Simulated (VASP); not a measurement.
GaSb3: single point with PBEsol

Crystal: GaSb3.

```
CELL_PARAMETERS angstrom
0.00000 3.54669 3.54669
3.54669 0.00000 3.54669
3.54669 3.54669 0.00000
ATOMIC_POSITIONS crystal
Ga 0.00000 0.00000 0.00000
Sb 0.25000 0.25000 0.25000
Sb 0.75000 0.75000 0.75000
Sb 0.50000 0.50000 0.50000
```

This cell differs from its parent crystal: volume 22.307 Å^3 an atom, c/a of the conventional cell 1.0000.

* Program: VASP 6.6.1
* Task: single point
* Functional: PBEsol
* Potentials or basis: VASP PAW PBE potentials, release 64 (Ga_d, Sb)
* Cutoff: 520 eV
* k mesh: 10 × 10 × 10
* Occupations: gaussian, width 0.15 eV
* Spin: no spin polarisation
* Dipole correction: no
* Further INCAR settings: ALGO = Normal; EDIFF = 1e-07; NBANDS = 22

| Item | Value |
| --- | --- |
| Pressure | 6.6 GPa |
| Band gap on the k mesh | zero (band 14 reaches 10.83 eV, above the bottom of band 15 at 6.74 eV) |

Levels at points of the mesh, in eV from the Fermi level:
| k point | band 10 | band 11 | band 12 | band 13 | band 14 | band 15 | band 16 | band 17 | band 18 | band 19 |
| --- | --- | --- | --- | --- | --- | --- | --- | --- | --- | --- |
| (0.00, 0.00, 0.00) | -2.99 | -2.99 | -2.77 | -2.77 | -2.77 | -2.41 | -0.91 | -0.91 | -0.91 | 3.32 |
| (0.50, 0.00, 0.00) | -4.09 | -4.09 | -3.10 | -3.10 | 0.05 | 0.39 | 2.35 | 2.35 | 3.13 | 3.13 |
| (0.50, 0.50, 0.00) | -6.00 | -6.00 | 1.30 | 1.34 | 1.34 | 1.69 | 2.20 | 2.20 | 2.59 | 4.25 |

Wall time 53 s on 1 thread of Intel(R) Xeon(R) 6975P-C (Granite Rapids), with other jobs on the host, peak memory 0.28 GiB.

Caveat: the PAW data sets were made with another functional, which shifts forces and pressure a little; spin-orbit coupling is left out, which moves the levels of the heavy elements.
